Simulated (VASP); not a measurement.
The system is GaP.

```xyz
2
Lattice="0.0000 2.7252 2.7252 2.7252 0.0000 2.7252 2.7252 2.7252 0.0000" Properties=species:S:1:pos:R:3 pbc="T T T"
Ga    0.0000    0.0000    0.0000
P     4.0879    4.0879    4.0879
```

| Property | Result |
| --- | --- |
| Program | VASP 6.6.1 |
| Task | relaxation of cell and atoms |
| Functional | LDA |
| Potentials or basis | VASP PAW LDA potentials, release 64 (Ga_d, P) |
| Cutoff | 600 eV |
| k mesh | 8 × 8 × 8 |
| Occupations | fermi-dirac, width 0.05 eV |
| Spin | no spin polarisation |

At the start: pressure -2.7 GPa; volume 20.24 Å³/atom.

**Question.** Where does the relaxation end?

**Answer.** Over 3 steps the energy falls by 5.4 meV/atom and the volume is 19.61 Å³/atom (-3.1 %); space group F-43m (No. 216, to 0.05 Å).

Step by step:
```
step  energy change (eV)  largest force (eV/Å)  pressure (GPa)  volume (Å³)
   1              0.0000                0.0000           -2.66        40.48
   2             -0.0075                0.0000            1.61        38.55
   3             -0.0108                0.0000           -0.01        39.22
```

Final structure:
```cif
data_structure
_symmetry_space_group_name_H-M 'P 1'
_symmetry_Int_Tables_number 1
_cell_length_a 3.8136
_cell_length_b 3.8136
_cell_length_c 3.8136
_cell_angle_alpha 60.000
_cell_angle_beta 60.000
_cell_angle_gamma 60.000
_cell_volume 39.22
loop_
_atom_site_label
_atom_site_type_symbol
_atom_site_fract_x
_atom_site_fract_y
_atom_site_fract_z
_atom_site_occupancy
Ga1 Ga 0.00000 0.00000 0.00000 1
P1 P 0.75000 0.75000 0.75000 1
```
